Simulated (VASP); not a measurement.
KCl (Sylvite): single point with PBE

The system is KCl (Sylvite).

```xyz
2
Lattice="0.0000 3.1465 3.1465 3.1465 0.0000 3.1465 3.1465 3.1465 0.0000" Properties=species:S:1:pos:R:3 pbc="T T T"
K     0.2865    3.2023    3.1423
Cl    3.1564    3.0642    3.0751
```

```json
{
 "Program": "VASP 6.6.1",
 "Task": "single point",
 "Functional": "PBE",
 "Potentials or basis": "VASP PAW PBE potentials, release 64 (K_sv, Cl)",
 "Cutoff": "500 eV",
 "k mesh": "4 × 4 × 4",
 "Occupations": "gaussian, width 0.01 eV",
 "Spin": "no spin polarisation",
 "Dipole correction": "no",
 "Further INCAR settings": "ALGO = Normal; EDIFF = 1e-06; NBANDS = 15"
}
```

```
Pressure               : 1.5 GPa
Largest force          : 0.492 eV/Å
Band gap on the k mesh : 5.21 eV, direct
```

Forces in eV/Å, atoms in the order of the input:
```
K   -0.455 -0.171 -0.077
Cl   0.455  0.171  0.077
```

Stress tensor (GPa, compression positive):
```
 2.70 -0.27 -0.13
-0.27  1.09 -0.05
-0.13 -0.05  0.71
```

Levels at points of the mesh, in eV from the valence-band top:
```csv
k point,band 6,band 7,band 8,band 9,band 10,band 11
"(0.00, 0.00, 0.00)",-0.01,-0.01,0.00,5.21,8.42,8.50
"(0.50, 0.00, 0.00)",-1.02,-0.29,-0.25,7.52,8.51,10.31
"(0.00, 0.50, 0.00)",-1.02,-0.29,-0.26,7.54,8.54,10.30
"(0.00, 0.00, 0.50)",-1.02,-0.30,-0.28,7.56,8.60,10.30
"(0.50, 0.50, 0.50)",-1.02,-0.31,-0.30,7.61,8.70,10.39
"(0.50, 0.50, 0.00)",-0.63,-0.24,-0.20,6.71,8.28,10.03
"(0.00, 0.50, 0.50)",-0.60,-0.21,-0.20,6.61,8.38,9.33
"(0.50, 0.00, 0.50)",-0.63,-0.24,-0.19,6.69,8.30,9.82
```

It took 11 s on 1 thread of Intel(R) Xeon(R) 6975P-C (Granite Rapids), on a shared host, peak memory 0.18 GiB.

Caveat: the k points lie up to 0.43 Å⁻¹ apart.
